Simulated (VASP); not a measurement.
A run of VASP 6.6.1 is set up as follows.

File INCAR:

```
SYSTEM = Cs
  ALGO = Normal
  EDIFF = 1E-8
  ENCUT = 520
  GGA = PE
  ISIF = 2
  ISMEAR = -1
  LASPH = .TRUE.
  LCHARG = .FALSE.
  LEFG = .TRUE.
  LREAL = .FALSE.
  LWAVE = .FALSE.
  NBANDS = 16
  NELM = 60
  PREC = Accurate
  SIGMA = 0.05
```

Contents of KPOINTS:

```
k-points
0
G
  12 12 6
  0 0 0
```

Contents of POSCAR:

```
Cs
1.0
    5.5763321968      0.0000000000      0.0000000000
   -2.7881660984      4.8292453424      0.0000000000
    0.0000000000      0.0000000000      9.0252343410
Cs
2
Direct
    0.3333333333      0.6666666667      0.2500000000
    0.6666666667      0.3333333333      0.7500000000
```

Potentials or basis: VASP PAW PBE potentials, release 64 (Cs_sv).

Run with:

```sh
$ cat potpaw_PBE.64/Cs_sv/POTCAR > POTCAR
$ mpirun -np 1 vasp_std > vasp.out
```

**Question.** What does it give for the band gap on the k mesh?

**Answer.** Zero (bands 9 and 10 overlap by 1.82 eV).

**Question.** Predict the pressure.

**Answer.** -0.1 GPa.

Electric field gradients, principal values (V/Å²):
| atom | least | middle | greatest (by size) |
| --- | --- | --- | --- |
| 1 Cs | -0.226 | -0.226 | 0.452 |
| 2 Cs | -0.226 | -0.226 | 0.452 |

Caveat: without QUAD_EFG the Cq values of the log hold for a quadrupole moment of 1 mb, not for the nuclei; spin-orbit coupling is left out, which moves the levels of the heavy elements.
